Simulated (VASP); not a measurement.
# Ta2Al3 (P6mm) in VASP: single point with PBE

Aim: the single point of Ta2Al3 with PBE.

Program: VASP 6.6.1. These are calculated values, not measurements. Logs are shortened: lines on timing, memory, paths and dates and some standing lists are left out, and cuts for length are marked.

## Step 1: The cell of the first run

The typed cell holds 5 atoms: a = 5.398 Å, b = 5.398 Å, c = 4.866 Å, α = 90.00°, β = 90.00°, γ = 120.00°.

## Step 2: Single point, PBE

The input, INCAR:

```
SYSTEM = Ta2Al3
ALGO = Normal
EDIFF = 1E-6
ENCUT = 520
GGA = PE
ISIF = 2
ISMEAR = 0
LASPH = .True.
LCHARG = .False.
LREAL = .False.
LWAVE = .False.
NBANDS = 24
NELM = 60
PREC = Accurate
SIGMA = 0.1
```

The input, KPOINTS:

```
k-points
0
Gamma
  6 6 4
  0 0 0
```

The input, POSCAR:

```
Ta2Al3
1.0
    5.3983331203      0.0000000000      0.0000000000
   -2.6991665601      4.6750936202      0.0000000000
    0.0000000000      0.0000000000      4.8663553319
Ta Al
2 3
Direct
    0.0000000000      0.0000000000      0.5476461621
    0.0000000000      0.0000000000      1.0476657739
    0.5000000000      0.0000000000      0.5472918980
    0.0000000000      0.5000000000      0.5472918980
    0.5000000000      0.5000000000      0.5472918980
```

Potentials or basis: VASP PAW PBE potentials, release 64 (Ta_pv, Al).

The run is started by

```console
$ cat potpaw_PBE.64/Ta_pv/POTCAR potpaw_PBE.64/Al/POTCAR > POTCAR
$ mpirun -np 1 vasp_std > vasp.out
```

OUTCAR:

```text
SYSTEM = Ta2Al3
   EDIFF = 1E-6
   ENCUT = 520
   GGA = PE
   ISIF = 2
   ISMEAR = 0
   LASPH = .True.
   LREAL = .False.
   NELM = 60
   PREC = Accurate

 ion  position               nearest neighbor table
   1  0.000  0.000  0.548-   2 2.43   2 2.43   4 2.70   4 2.70   5 2.70   5 2.70   3 2.70   3 2.70

   2  0.000  0.000  0.048-   1 2.43   1 2.43
   3  0.500  0.000  0.547-   5 2.70   5 2.70   4 2.70   4 2.70   1 2.70   1 2.70
   4  0.000  0.500  0.547-   3 2.70   3 2.70   5 2.70   5 2.70   1 2.70   1 2.70
   5  0.500  0.500  0.547-   3 2.70   3 2.70   4 2.70   4 2.70   1 2.70   1 2.70

  LATTYP: Found a hexagonal cell.
 ALAT       =     5.3983331203
 C/A-ratio  =     0.9014551758

  Lattice vectors:

 A1 = (   5.3983331203,   0.0000000000,   0.0000000000)
 A2 = (  -2.6991665601,   4.6750936202,   0.0000000000)
 A3 = (   0.0000000000,   0.0000000000,   4.8663553319)

Analysis of symmetry for initial positions (statically):
=====================================================================
 Subroutine PRICEL returns:
 Original cell was already a primitive cell.

 Routine SETGRP: Setting up the symmetry group for a
 hexagonal supercell.

 Subroutine GETGRP returns: Found 12 space group operations
 (whereof 12 operations were pure point group operations)
 out of a pool of 24 trial point group operations.

The static configuration has the point symmetry C_6v.

Analysis of symmetry for dynamics (positions and initial velocities):
=====================================================================
 Subroutine PRICEL returns:
 Original cell was already a primitive cell.

 Routine SETGRP: Setting up the symmetry group for a
 hexagonal supercell.

 Subroutine GETGRP returns: Found 12 space group operations
 (whereof 12 operations were pure point group operations)
 out of a pool of 24 trial point group operations.

The dynamic configuration has the point symmetry C_6v.

 Subroutine INISYM returns: Found 12 space group operations
 (whereof 12 operations are pure point group operations),
 and found     1 'primitive' translations

----------------------------------------------------------------------------------------

                                     Primitive cell

  volume of cell :     122.8157

  direct lattice vectors                    reciprocal lattice vectors
     5.398333120  0.000000000  0.000000000     0.185242366  0.106949730  0.000000000
    -2.699166560  4.675093620  0.000000000     0.000000000  0.213899460  0.000000000
     0.000000000  0.000000000  4.866355332     0.000000000  0.000000000  0.205492598

  length of vectors
     5.398333120  5.398333120  4.866355332     0.213899460  0.213899460  0.205492598

  position of ions in fractional coordinates (direct lattice)
     0.000000000  0.000000000  0.547646162
     0.000000000  0.000000000  0.047665774
     0.500000000  0.000000000  0.547291898
     0.000000000  0.500000000  0.547291898
     0.500000000  0.500000000  0.547291898

  ion indices of the primitive-cell ions
   primitive index   ion index
                 1           1
                 2           2
                 3           3
                 4           4
                 5           5

----------------------------------------------------------------------------------------

 KPOINTS: k-points

Automatic generation of k-mesh.
 Grid dimensions read from file:
 generate k-points for:    6    6    4

 Generating k-lattice:

  Cartesian coordinates                     Fractional coordinates (reciprocal lattice)
     0.030873728  0.017824955  0.000000000     0.166666667  0.000000000  0.000000000
     0.000000000  0.035649910  0.000000000     0.000000000  0.166666667  0.000000000
     0.000000000  0.000000000  0.051373150     0.000000000  0.000000000  0.250000000

  Length of vectors
     0.035649910  0.035649910  0.051373150

  Shift w.r.t. Gamma in fractional coordinates (k-lattice)
     0.000000000  0.000000000  0.000000000

 Subroutine IBZKPT returns following result:
 ===========================================

 Found     21 irreducible k-points:

 Following reciprocal coordinates:
            Coordinates               Weight
  0.000000  0.000000  0.000000      1.000000
  0.166667  0.000000  0.000000      6.000000
  0.333333  0.000000  0.000000      6.000000
  0.500000  0.000000  0.000000      3.000000
  0.166667  0.166667  0.000000      6.000000
  0.333333  0.166667  0.000000     12.000000
[... 13 lines left out ...]
  0.333333  0.166667  0.500000     12.000000
  0.333333  0.333333  0.500000      2.000000
   k-points           NKPTS =     21   k-points in BZ     NKDIM =     21   number of bands    NBANDS=     24
   number of dos      NEDOS =    301   number of ions     NIONS =      5
   total plane-waves  NPLWV =  57600
   dimension x,y,z NGX =    40 NGY =   40 NGZ =   36
   dimension x,y,z NGXF=    80 NGYF=   80 NGZF=   72
   ions per type =               2   3
   NGX,Y,Z   is equivalent  to a cutoff of  12.32, 12.32, 12.30 a.u.
   NGXF,Y,Z  is equivalent  to a cutoff of  24.64, 24.64, 24.60 a.u.
 SYSTEM =  Ta2Al3
   PREC   = accura    normal or accurate (medium, high low for compatibility)
   ISTART =      0    job   : 0-new  1-cont  2-samecut
   ICHARG =      2    charge: 1-file 2-atom 10-const
   ISPIN  =      1    spin polarized calculation?
   LNONCOLLINEAR =      F non collinear calculations
   LSORBIT =      F    spin-orbit coupling
   LASPH  =      T    aspherical Exc in radial PAW
   ENCUT  =  520.0 eV  38.22 Ry    6.18 a.u.  10.04 10.04  9.05*2*pi/ulx,y,z
   NELM   =     60;   NELMIN=  2; NELMDL= -5     # of ELM steps
   EDIFF  = 0.1E-05   stopping-criterion for ELM
   LREAL  =      F    real-space projection
   EDIFFG = 0.1E-04   stopping-criterion for IOM
   NSW    =      0    number of steps for IOM
   IBRION =     -1    ionic relax: 0-MD 1-quasi-New 2-CG
   NFREE  =      0    steps in history (QN), initial steepest desc. (CG)
   ISIF   =      2    stress and relaxation
   ISYM   =      2    0-nonsym 1-usesym 2-fastsym
   POTIM  = 0.5000    time-step for ionic-motion
   TEBEG  =    0.0;   TEEND  =   0.0 temperature during run
   PSTRESS=    0.0 pullay stress
   NELECT =      31.0000    total number of electrons
   NUPDOWN=      -1.0000    fix difference up-down
   EMIN   =  10.00;   EMAX   =-10.00  energy-range for DOS
   EFERMI =   0.00;   METHOD = LEGACY
   ISMEAR =     0;   SIGMA  =   0.10  broadening in eV -4-tet -1-fermi 0-gaus
   EFERMI_NEDOS =   21; number of points for ismear=-14 and -15
   IALGO  =     38    algorithm
   IMIX   =      4    mixing-type and parameters
     AMIX     =   0.40;   BMIX     =  1.00
     AMIX_MAG =   1.60;   BMIX_MAG =  1.00
  volume/ion in A,a.u.               =      24.56       165.76
  Fermi-wavevector in a.u.,A,eV,Ry     =   1.034612  1.955133 14.563972  1.070422
  Thomas-Fermi vector in A             =   2.168915
   LORBIT       =      0    0 simple, 1 ext, 2 COOP (PROOUT), +10 PAW based schemes
   GGA     = PE    functional components
   LHFCALC =     F    Hartree Fock is set to
   AEXX    =    0.0000 exact exchange contribution
   IVDW    =     0    specifies the selected vdW correction
   LEPSILON=     F    determine dielectric tensor
   LRPA    =     F    only Hartree local field effects (RPA)
 non-spin polarized calculation
 Gauss-broadening in eV      SIGMA  =   0.10
  energy-cutoff  :      520.00
  volume of cell :      122.82
 maximum number of plane-waves:      3342
   NGX = 21   NGY = 21   NGZ = 19

 number of electron      31.0000004 magnetization

 Free energy of the ion-electron system (eV)
  ---------------------------------------------------
  ext. energy  EPLUGINS =         0.00000000
  ---------------------------------------------------
  free energy    TOTEN  =       -30.60437090 eV

  energy without entropy =      -30.57851033  energy(sigma->0) =      -30.59144061

 E-fermi :   3.8109     XC(G=0):  -9.3140

 val. band max:        3.7926441350   @ k =   0.3333   0.1667   0.2500
 cond. band min:       3.8259689982   @ k =   0.1667   0.1667   0.5000
 fundamental gap:      0.0333248632
 Fermi energy:         3.8108649285

 k-point     1 :       0.0000    0.0000    0.0000
  band No.  band energies     occupation
      1     -32.4381      2.00000
      2     -31.5795      2.00000
      3     -31.5795      2.00000
      4     -29.8853      2.00000
      5     -29.8853      2.00000
      6     -29.1862      2.00000
[... 16 lines left out ...]
     23       8.1226      0.00000
     24       8.1226      0.00000

 k-point     2 :       0.1667    0.0000    0.0000
  band No.  band energies     occupation
      1     -32.4381      2.00000
      2     -31.5796      2.00000
      3     -31.5795      2.00000
      4     -29.8859      2.00000
      5     -29.8855      2.00000
      6     -29.1862      2.00000
[... 16 lines left out ...]
     23       8.3039      0.00000
     24       8.3811      0.00000

 k-point     3 :       0.3333    0.0000    0.0000
  band No.  band energies     occupation
      1     -32.4380      2.00000
      2     -31.5798      2.00000
      3     -31.5796      2.00000
      4     -29.8872      2.00000
      5     -29.8859      2.00000
      6     -29.1862      2.00000
[... 16 lines left out ...]
     23       7.8630      0.00000
     24       8.6493      0.00000

 k-point     4 :       0.5000    0.0000    0.0000
  band No.  band energies     occupation
      1     -32.4380      2.00000
      2     -31.5799      2.00000
      3     -31.5796      2.00000
      4     -29.8878      2.00000
      5     -29.8861      2.00000
      6     -29.1862      2.00000
[... 16 lines left out ...]
     23       7.8546      0.00000
     24       8.3795      0.00000

 k-point     5 :       0.1667    0.1667    0.0000
  band No.  band energies     occupation
      1     -32.4381      2.00000
      2     -31.5797      2.00000
      3     -31.5796      2.00000
      4     -29.8868      2.00000
      5     -29.8859      2.00000
      6     -29.1861      2.00000
[... 16 lines left out ...]
     23       8.1745      0.00000
     24       8.6193      0.00000

 k-point     6 :       0.3333    0.1667    0.0000
  band No.  band energies     occupation
      1     -32.4380      2.00000
      2     -31.5798      2.00000
      3     -31.5797      2.00000
      4     -29.8875      2.00000
      5     -29.8864      2.00000
      6     -29.1862      2.00000
[... 16 lines left out ...]
     23       7.4038      0.00000
     24       7.9614      0.00000
[... 298 lines left out ...]
 k-point    18 :       0.5000    0.0000    0.5000
  band No.  band energies     occupation
      1     -31.6158      2.00000
      2     -31.5609      2.00000
      3     -31.5606      2.00000
      4     -30.2366      2.00000
      5     -29.9141      2.00000
      6     -29.9124      2.00000
[... 16 lines left out ...]
     23       7.2208      0.00000
     24       7.4077      0.00000

 k-point    19 :       0.1667    0.1667    0.5000
  band No.  band energies     occupation
      1     -31.6159      2.00000
      2     -31.5607      2.00000
      3     -31.5606      2.00000
      4     -30.2366      2.00000
      5     -29.9131      2.00000
      6     -29.9122      2.00000
[... 16 lines left out ...]
     23       6.9864      0.00000
     24       7.0166      0.00000

 k-point    20 :       0.3333    0.1667    0.5000
  band No.  band energies     occupation
      1     -31.6158      2.00000
      2     -31.5608      2.00000
      3     -31.5607      2.00000
      4     -30.2366      2.00000
      5     -29.9138      2.00000
      6     -29.9127      2.00000
[... 16 lines left out ...]
     23       6.7873      0.00000
     24       7.0308      0.00000

 k-point    21 :       0.3333    0.3333    0.5000
  band No.  band energies     occupation
      1     -31.6158      2.00000
      2     -31.5608      2.00000
      3     -31.5608      2.00000
      4     -30.2366      2.00000
      5     -29.9135      2.00000
      6     -29.9135      2.00000
[... 16 lines left out ...]
     23       6.6381      0.00000
     24       7.2604      0.00000

------------------------ aborting loop because EDIFF is reached ----------------------------------------

  FORCE on cell =-STRESS in cart. coord.  units (eV):
  Direction    XX          YY          ZZ          XY          YZ          ZX
  --------------------------------------------------------------------------------------
  -------------------------------------------------------------------------------------
  Total        0.0285257      0.0285257      0.2034179      0.0000000      0.0000000      0.0000000
  in kB        0.3721282      0.3721282      2.6536639      0.0000000      0.0000000      0.0000000
  external PRESSURE =       1.1326401 kB  Pullay stress =       0.0000000 kB

 VOLUME and BASIS-vectors are now :
 -----------------------------------------------------------------------------
  energy-cutoff  :      520.00
  volume of cell :      122.82
      direct lattice vectors                 reciprocal lattice vectors
     5.398333120  0.000000000  0.000000000     0.185242366  0.106949730  0.000000000
    -2.699166560  4.675093620  0.000000000     0.000000000  0.213899460  0.000000000
     0.000000000  0.000000000  4.866355332     0.000000000  0.000000000  0.205492598

 POSITION                                       TOTAL-FORCE (eV/Angst)
 -----------------------------------------------------------------------------------
      0.00000      0.00000      2.66504        -0.000000     -0.000000     -0.000832
      0.00000      0.00000      0.23196         0.000000     -0.000000     -0.000411
      2.69917      0.00000      2.66332         0.000000      0.000000      0.000414
     -1.34958      2.33755      2.66332         0.000000     -0.000000      0.000414
      1.34958      2.33755      2.66332        -0.000000     -0.000000      0.000414
 -----------------------------------------------------------------------------------
    total drift:                                0.000000      0.000000      0.000023

  FREE ENERGIE OF THE ION-ELECTRON SYSTEM (eV)
  ---------------------------------------------------
  free  energy   TOTEN  =       -30.6043709003 eV

  energy  without entropy=      -30.5785103287  energy(sigma->0) =      -30.59144061
```

Run time: 48 s. Hardware: 1 thread of Intel Xeon Platinum 8259CL at 2.50GHz (Skylake/Cascade Lake), shared host; peak memory 0.25 GiB.

Results:

```yaml
Free_energy: -30.6044 eV
Pressure: 0.1 GPa
```

Caveat: spin-orbit coupling is left out, which moves the levels of the heavy elements.
